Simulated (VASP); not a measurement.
Set up this calculation in VASP 6.6.1, as the native input.

```
Task                   : single point
Functional             : LDA
Potentials or basis    : VASP PAW LDA potentials, release 64 (Ca_sv, Os, O)
Cutoff                 : 520 eV
k mesh                 : 9 × 9 × 9
Occupations            : fermi-dirac, width 0.15 eV
Spin                   : no spin polarisation
Dipole correction      : no
Further INCAR settings : ALGO = Normal; EDIFF = 1e-07; NBANDS = 26
```

The structure of CaOsO3 lies in POSCAR:

```
CaOsO3
1.0
    3.9521600000     -0.0658693333      0.0000000000
   -0.0658693333      3.9521600000      0.0000000000
    0.0000000000      0.0000000000      3.9521600000
Ca Os O
1 1 3
Direct
    0.0000000000      0.0000000000      0.0000000000
    0.5000000000      0.5000000000      0.5000000000
    0.5000000000      0.5000000000      0.0000000000
    0.5000000000      0.0000000000      0.5000000000
    0.0000000000      0.5000000000      0.5000000000
```

One way to write it, as run:

INCAR

```
SYSTEM = CaOsO3
  ALGO = Normal
  EDIFF = 1E-7
  ENCUT = 520
  GGA = CA
  ISIF = 2
  ISMEAR = -1
  LASPH = .TRUE.
  LCHARG = .TRUE.
  LELF = .TRUE.
  LREAL = .FALSE.
  LVHAR = .TRUE.
  LWAVE = .FALSE.
  NBANDS = 26
  NELM = 100
  PREC = Accurate
  SIGMA = 0.15
```

KPOINTS

```
k-points
0
G
  9 9 9
  0 0 0
```

Potentials or basis: VASP PAW LDA potentials, release 64 (Ca_sv, Os, O).

The run is started by

```sh
$ cat potpaw_LDA.64/Ca_sv/POTCAR potpaw_LDA.64/Os/POTCAR potpaw_LDA.64/O/POTCAR > POTCAR
$ mpirun -np 1 vasp_std > vasp.out
```

Results of the run:

```
Pressure               : -11.9 GPa
Band gap on the k mesh : zero (bands 18 and 19 overlap by 3.83 eV)
```

Caveat: the cell stands under tension; spin-orbit coupling is left out, which moves the levels of the heavy elements.

Wall time 3.7 min on 1 thread of AMD EPYC 9755 128-Core Processor (shared host), peak memory 0.27 GiB.
